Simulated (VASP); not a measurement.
Here is a VASP 6.6.1 calculation.

The input INCAR:

```
PREC = Accurate ; ENCUT = 500
EDIFF = 1E-6 ; ISMEAR = -1
SIGMA = 0.05 ; LREAL = False
LASPH = True ; NELM = 120
ALGO = Normal ; ISIF = 2
LWAVE = False ; LCHARG = False
GGA = PE ; NBANDS = 12
GGA_COMPAT = False
```

The input KPOINTS:

```
regular mesh
0
Gamma
  19 19 19
```

Contents of POSCAR:

```
Ta
1.0
    0.0000000000      2.0035562670      2.0035562670
    2.0035562670      0.0000000000      2.0035562670
    2.0035562670      2.0035562670      0.0000000000
Ta
1
Direct
    0.0000000000      0.0000000000      0.0000000000
```

Potentials or basis: VASP PAW PBE potentials, release 64 (Ta_pv).

The run is started by

```sh
$ cat potpaw_PBE.64/Ta_pv/POTCAR > POTCAR
$ mpirun -np 1 vasp_std > vasp.out
```

Task: What does it give for the band gap on the k mesh?

Result: Zero (an odd number of electrons rules out a gap without spin polarisation).

Task: Predict the pressure.

Result: 40.3 GPa.

Caveat: the cell stands under pressure; spin-orbit coupling is left out, which moves the levels of the heavy elements.
